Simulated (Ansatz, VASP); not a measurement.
## W: VASP beside Ansatz

INCAR

```
ALGO = Normal
EDIFF = 1E-6
ENCUT = 500
GGA = CA
GGA_COMPAT = False
ISIF = 2
ISMEAR = 0
LASPH = True
LCHARG = True
LELF = True
LREAL = False
LVHAR = True
LWAVE = False
NBANDS = 21
NELM = 120
PREC = Accurate
SIGMA = 0.15
```

File KPOINTS:

```
k-points
0
Gamma
  16 16 12
```

POSCAR

```
W
1.0
    0.0000000000     -1.9864787844     -1.9864787844
    0.0000000000      1.9864787844     -1.9864787844
    3.9729575688      0.0000000000      0.0000000000
W
2
Direct
    0.5508437345      0.4491562655      0.4931537150
   -0.0508437345      0.0508437345      0.0068462850
```

Input for Ansatz:

```yaml
crystal:
  lattice:
    - [0.0, -1.9864787844, -1.9864787844]
    - [0.0, 1.9864787844, -1.9864787844]
    - [3.9729575688, 0.0, 0.0]
  atoms:
    - { symbol: W, position: [0.5508437345, 0.4491562655, 0.493153715] }
    - { symbol: W, position: [-0.0508437345, 0.0508437345, 0.006846285] }
basis:
  ecutwfc: 420
kpoints:
  mp_grid: { grid: [16, 16, 12] }
hamiltonian:
  xc: lda
  pseudopotentials: { kind: paw, azcp: { folder: soft_1 } }
scf:
  occupations: { method: gaussian, width: 0.15 }
output:
  forces: true
  stress: true
  eigenvalues: true
```

Change from the starting cell: mode 4 frozen in at -0.202 Å and mode 6 at -0.027 Å (largest displacements).

Alike in both runs: task single point; functional LDA; k mesh 16 × 16 × 12; occupations gaussian, width 0.15 eV; no spin polarisation.

|  | VASP | Ansatz |
| --- | --- | --- |
| version | VASP 6.6.1 | Ansatz 0.2.0 |
| potentials or method | VASP PAW LDA potentials, release 64 (W_sv), cutoff 500 eV | scalar-relativistic, plane waves, PAW |
| valence electrons in the cell | 28 | 28 |

```csv
,VASP,Ansatz,Ansatz less VASP
gap on the k mesh at the Fermi level (eV),none,none,-
pressure (GPa),11.9,10.1,-1.88
"traceless stress, the component that is largest in VASP (GPa)",-8.56,-8.59,-0.036
rms of the force components (eV/Å),1.051,1.009,-0.0420
```

Ansatz warns that its potentials were made for another functional, while VASP's fit it. LDA's correlation is that of Perdew and Zunger in VASP and of Perdew and Wang (1992) in Ansatz. Atom by atom the forces differ by 0.042 eV/Å (rms over components). A gap of «none» marks a metal or a gap that the smearing closes.

Spin-orbit coupling is off throughout.
